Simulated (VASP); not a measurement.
CsNb2:

```
CELL_PARAMETERS angstrom
0.00000 3.25972 3.25972
3.25972 0.00000 3.25972
3.25972 3.25972 0.00000
ATOMIC_POSITIONS crystal
Cs 0.00000 0.00000 0.00000
Nb 0.25000 0.25000 0.25000
Nb 0.75000 0.75000 0.75000
```

| Property | Result |
| --- | --- |
| Program | VASP 6.6.1 |
| Task | relaxation of cell and atoms |
| Functional | PBE |
| Potentials or basis | VASP PAW PBE potentials, release 64 (Cs_sv, Nb_sv) |
| Cutoff | 600 eV |
| k mesh | 12 × 12 × 12 |
| Occupations | gaussian, width 0.1 eV |
| Spin | no spin polarisation |

At the start: pressure 2.9 GPa; volume 23.09 Å³/atom.

Question: How do energy, volume and symmetry change on relaxing?

Answer: Over 3 steps the energy falls by 7.7 meV/atom and the volume is 23.97 Å³/atom (+3.8 %); space group Fm-3m (No. 225, to 0.05 Å).

Step by step:
| step | energy change (eV) | largest force (eV/Å) | pressure (GPa) | volume (Å³) |
| --- | --- | --- | --- | --- |
| 1 | 0.0000 | 0.0000 | 2.91 | 69.27 |
| 2 | -0.0148 | 0.0000 | -1.57 | 73.56 |
| 3 | -0.0231 | 0.0000 | -0.02 | 71.90 |

Final structure:
```
CELL_PARAMETERS angstrom
0.00000 3.30047 3.30047
3.30047 0.00000 3.30047
3.30047 3.30047 0.00000
ATOMIC_POSITIONS crystal
Cs 0.00000 0.00000 0.00000
Nb 0.25000 0.25000 0.25000
Nb 0.75000 0.75000 0.75000
```
